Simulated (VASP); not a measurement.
# Ti3S2 (R32) in VASP: single point with PBEsol

Aim: the single point of Ti3S2 with PBEsol.

Everything below comes from runs of VASP 6.6.1. Logs are shortened: lines on timing, memory, paths and dates and some standing lists are left out, and cuts for length are marked.

**1. The cell of the first run**

The structure is trigonal, space group R32 (No. 155). The conventional cell has a = 5.426 Å, b = 5.426 Å, c = 9.713 Å, α = 90.00°, β = 90.00°, γ = 120.00°. Ti (site symmetry 2) has 4 S at 2.42 to 2.44 Å and 8 Ti at 3.12 to 3.24 Å within 3.3 Å. S (site symmetry 3) has 6 Ti at 2.42 to 2.44 Å and 4 S at 3.13 to 3.26 Å within 3.3 Å.

**2. Single point, PBEsol**

INCAR reads:

```
PREC = Accurate ; ENCUT = 520
EDIFF = 1E-6 ; ISMEAR = -1
SIGMA = 0.1 ; LREAL = False
LASPH = True ; NELM = 80
ALGO = Normal ; ISIF = 2
LWAVE = False ; LCHARG = False
GGA = PS ; NBANDS = 32
```

KPOINTS reads:

```
Automatic mesh
0
Gamma
  6 6 6
```

POSCAR reads:

```
Ti3S2
1.0
    2.7131139200      1.5664170500      3.2376184000
   -2.7131139200      1.5664170500      3.2376184000
    0.0000000000     -3.1328341100      3.2376184000
Ti S
3 2
Direct
    0.3356550000      0.6643450000      0.0000000000
    0.6643450000      0.0000000000      0.3356550000
    0.0000000000      0.3356550000      0.6643450000
    0.8321610000      0.8321610000      0.8321610000
    0.1678390000      0.1678390000      0.1678390000
```

Potentials or basis: VASP PAW PBE potentials, release 64 (Ti_sv, S).

Command:

```console
> cat potpaw_PBE.64/Ti_sv/POTCAR potpaw_PBE.64/S/POTCAR > POTCAR
> mpirun -np 1 vasp_std > vasp.out
```

OUTCAR:

```text
PREC = Accurate
   ENCUT = 520
   EDIFF = 1E-6
   ISMEAR = -1
   LREAL = False
   LASPH = True
   NELM = 80
   ISIF = 2
   GGA = PS

 ion  position               nearest neighbor table
   1  0.336  0.664  0.000-   4 2.42   5 2.42   5 2.44   4 2.44
   2  0.664  0.000  0.336-   5 2.42   4 2.42   5 2.44   4 2.44
   3  0.000  0.336  0.664-   4 2.42   5 2.42   4 2.44   5 2.44
   4  0.832  0.832  0.832-   1 2.42   3 2.42   2 2.42   3 2.44   1 2.44   2 2.44
   5  0.168  0.168  0.168-   1 2.42   2 2.42   3 2.42   2 2.44   1 2.44   3 2.44

  LATTYP: Found a trigonal (rhomboedric) cell.
 ALAT       =     4.5051994874
 COS(alpha) =     0.2746660546

  Lattice vectors:

 A1 = (   2.7131139200,   1.5664170500,   3.2376184000)
 A2 = (  -2.7131139200,   1.5664170500,   3.2376184000)
 A3 = (   0.0000000000,  -3.1328341100,   3.2376184000)

Analysis of symmetry for initial positions (statically):
=====================================================================
 Subroutine PRICEL returns:
 Original cell was already a primitive cell.

 Routine SETGRP: Setting up the symmetry group for a
 trigonal (rhombohedral) supercell.

 Subroutine GETGRP returns: Found  6 space group operations
 (whereof  6 operations were pure point group operations)
 out of a pool of 12 trial point group operations.

The static configuration has the point symmetry D_3 .

Analysis of symmetry for dynamics (positions and initial velocities):
=====================================================================
 Subroutine PRICEL returns:
 Original cell was already a primitive cell.

 Routine SETGRP: Setting up the symmetry group for a
 trigonal (rhombohedral) supercell.

 Subroutine GETGRP returns: Found  6 space group operations
 (whereof  6 operations were pure point group operations)
 out of a pool of 12 trial point group operations.

The dynamic configuration has the point symmetry D_3 .

 Subroutine INISYM returns: Found  6 space group operations
 (whereof  6 operations are pure point group operations),
 and found     1 'primitive' translations

----------------------------------------------------------------------------------------

                                     Primitive cell

  volume of cell :      82.5567

[... 92 lines left out ...]
   ENCUT  =  520.0 eV  38.22 Ry    6.18 a.u.   8.38  8.38  8.38*2*pi/ulx,y,z
   NELM   =     80;   NELMIN=  2; NELMDL= -5     # of ELM steps
   EDIFF  = 0.1E-05   stopping-criterion for ELM
   LREAL  =      F    real-space projection
   EDIFFG = 0.1E-04   stopping-criterion for IOM
   NSW    =      0    number of steps for IOM
   IBRION =     -1    ionic relax: 0-MD 1-quasi-New 2-CG
   NFREE  =      0    steps in history (QN), initial steepest desc. (CG)
   ISIF   =      2    stress and relaxation
   ISYM   =      2    0-nonsym 1-usesym 2-fastsym
   POTIM  = 0.5000    time-step for ionic-motion
   TEBEG  =    0.0;   TEEND  =   0.0 temperature during run
   PSTRESS=    0.0 pullay stress
   NELECT =      48.0000    total number of electrons
   NUPDOWN=      -1.0000    fix difference up-down
   EMIN   =  10.00;   EMAX   =-10.00  energy-range for DOS
   EFERMI =   0.00;   METHOD = LEGACY
   ISMEAR =    -1;   SIGMA  =   0.10  broadening in eV -4-tet -1-fermi 0-gaus
   EFERMI_NEDOS =   21; number of points for ismear=-14 and -15
   IALGO  =     38    algorithm
   IMIX   =      4    mixing-type and parameters
     AMIX     =   0.40;   BMIX     =  1.00
     AMIX_MAG =   1.60;   BMIX_MAG =  1.00
  volume/ion in A,a.u.               =      16.51       111.42
  Fermi-wavevector in a.u.,A,eV,Ry     =   1.366379  2.582082 25.401957  1.866991
  Thomas-Fermi vector in A             =   2.492525
   LORBIT       =      0    0 simple, 1 ext, 2 COOP (PROOUT), +10 PAW based schemes
   GGA     = PS    functional components
   LHFCALC =     F    Hartree Fock is set to
   AEXX    =    0.0000 exact exchange contribution
   IVDW    =     0    specifies the selected vdW correction
   LEPSILON=     F    determine dielectric tensor
   LRPA    =     F    only Hartree local field effects (RPA)
 non-spin polarized calculation
  energy-cutoff  :      520.00
  volume of cell :       82.56
 maximum number of plane-waves:      2238
 NGX is ok and might be reduce to    36
   NGX = 17   NGY = 17   NGZ = 17

 number of electron      47.9999995 magnetization

 Free energy of the ion-electron system (eV)
  ---------------------------------------------------
  ext. energy  EPLUGINS =         0.00000000
  ---------------------------------------------------
  free energy    TOTEN  =       -39.08349277 eV

  energy without entropy =      -38.96961632  energy(sigma->0) =      -39.02655454

 E-fermi :   8.4438     XC(G=0): -11.3755

 val. band max:        8.4118549764   @ k =   0.0000   0.0000   0.0000
 cond. band min:       8.4628339424   @ k =   0.5000   0.1667   0.1667
 fundamental gap:      0.0509789660
 Fermi energy:         8.4437795972

 k-point     1 :       0.0000    0.0000    0.0000
  band No.  band energies     occupation
      1     -48.3215      2.00000
      2     -48.2715      2.00000
      3     -48.2715      2.00000
      4     -24.7808      2.00000
      5     -24.7808      2.00000
      6     -24.7385      2.00000
[... 829 lines left out ...]
     31      10.8087      0.00000
     32      11.0429      0.00000

 [... further k-points ...]

------------------------ aborting loop because EDIFF is reached ----------------------------------------

  FORCE on cell =-STRESS in cart. coord.  units (eV):
  Direction    XX          YY          ZZ          XY          YZ          ZX
  --------------------------------------------------------------------------------------
  -------------------------------------------------------------------------------------
  Total       -1.9795061     -1.9795061     -2.4533402      0.0000000      0.0000000      0.0000000
  in kB      -38.4162599    -38.4162600    -47.6119550      0.0000000      0.0000000      0.0000000
  external PRESSURE =     -41.4814916 kB  Pullay stress =       0.0000000 kB

 VOLUME and BASIS-vectors are now :
 -----------------------------------------------------------------------------
  energy-cutoff  :      520.00
  volume of cell :       82.56
      direct lattice vectors                 reciprocal lattice vectors
     2.713113920  1.566417050  3.237618400     0.184290087  0.106399931  0.102956338
    -2.713113920  1.566417050  3.237618400    -0.184290087  0.106399931  0.102956338
     0.000000000 -3.132834110  3.237618400     0.000000000 -0.212799862  0.102956337

 POSITION                                       TOTAL-FORCE (eV/Angst)
 -----------------------------------------------------------------------------------
     -0.89177      1.56642      3.23762        -0.033498      0.000000     -0.000000
      1.80244     -0.01091      3.23762         0.016749      0.029011      0.000000
     -0.91067     -1.55551      3.23762         0.016749     -0.029011      0.000000
      0.00000     -0.00000      8.08266         0.000000      0.000000     -0.032229
      0.00000     -0.00000      1.63020         0.000000     -0.000000      0.032229
 -----------------------------------------------------------------------------------
    total drift:                                0.000000      0.000000     -0.000000

  FREE ENERGIE OF THE ION-ELECTRON SYSTEM (eV)
  ---------------------------------------------------
  free  energy   TOTEN  =       -39.0834927663 eV

  energy  without entropy=      -38.9696163212  energy(sigma->0) =      -39.02655454
```

stdout:

```text
POSCAR found type information on POSCAR TiS
 POSCAR found :  2 types and       5 ions
 scaLAPACK will be used
 -----------------------------------------------------------------------------
|                                                                             |
|                                                                             |
|     You enforced a specific xc type in the INCAR file but a different       |
|     I HOPE YOU KNOW WHAT YOU ARE DOING!                                     |
|                                                                             |
 -----------------------------------------------------------------------------

 LDA part: xc-table for (Slater+PW92), standard interpolation
 POSCAR, INCAR and KPOINTS ok, starting setup
 FFT: planning ... GRIDC
 FFT: planning ... GRID_SOFT
 FFT: planning ... GRID
 WAVECAR not read
 entering main loop
```

Wall time 86 s (1 thread of Intel Xeon Platinum 8259CL at 2.50GHz (Skylake/Cascade Lake), shared host); peak memory 0.24 GiB.

Results:

```yaml
Free_energy: -39.0835 eV
Pressure: -4.1 GPa
Largest_force: 0.033 eV/Å
Band_gap_on_the_k_mesh: zero (bands 24 and 25 overlap by 0.21 eV)
```

Forces in eV/Å, atoms in the order of the input:
```
Ti  -0.033  0.000  0.000
Ti   0.017  0.029  0.000
Ti   0.017 -0.029  0.000
S    0.000  0.000 -0.032
S    0.000  0.000  0.032
```

Caveat: the cell stands under tension; the PAW data sets were made with another functional, which shifts forces and pressure a little.
